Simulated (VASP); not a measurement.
Input of a VASP 6.6.1 run:

File INCAR:

```
SYSTEM = WS2
  ALGO = Normal
  EDIFF = 1E-6
  ENCUT = 520
  GGA = PS
  ISIF = 2
  ISMEAR = 0
  LASPH = .True.
  LCHARG = .True.
  LELF = .True.
  LREAL = .False.
  LVHAR = .True.
  LWAVE = .False.
  NBANDS = 35
  NELM = 60
  PREC = Accurate
  SIGMA = 0.05
```

File KPOINTS:

```
k-points
0
Gamma
  12 12 2
  0 0 0
```

POSCAR

```
WS2
1.0
    2.8960570454      0.0000000000      0.0000000000
   -1.4480285227      2.5080589721      0.0000000000
    0.0000000000      0.0000000000     24.4783429647
W S
2 4
Direct
    0.3333333333      0.6666666667      0.6345659624
    0.6666666667      0.3333333333      0.3654340376
    0.3333333333      0.6666666667      0.2989660749
    0.6666666667      0.3333333333      0.5680485953
    0.3333333333      0.6666666667      0.4319514047
    0.6666666667      0.3333333333      0.7010339251
```

Potentials or basis: VASP PAW PBE potentials, release 64 (W_sv, S).

Run with:

```bash
$ cat potpaw_PBE.64/W_sv/POTCAR potpaw_PBE.64/S/POTCAR > POTCAR
$ mpirun -np 1 vasp_std > vasp.out
```

Problem. What does it give for the largest force?

Solution. 0.918 eV/Å.

Problem. Estimate the band gap on the k mesh.

Solution. 1.37 eV (least direct gap 2.15 eV).

Forces on the atoms (eV/Å):
```
W    0.000  0.000 -0.004
W    0.000  0.000  0.004
S    0.000  0.000 -0.917
S    0.000  0.000 -0.918
S    0.000  0.000  0.918
S    0.000  0.000  0.917
```

Caveat: there is no dipole correction, which matters where the two faces differ; the PAW data sets were made with another functional, which shifts forces and pressure a little; spin-orbit coupling is left out, which moves the levels of the heavy elements.
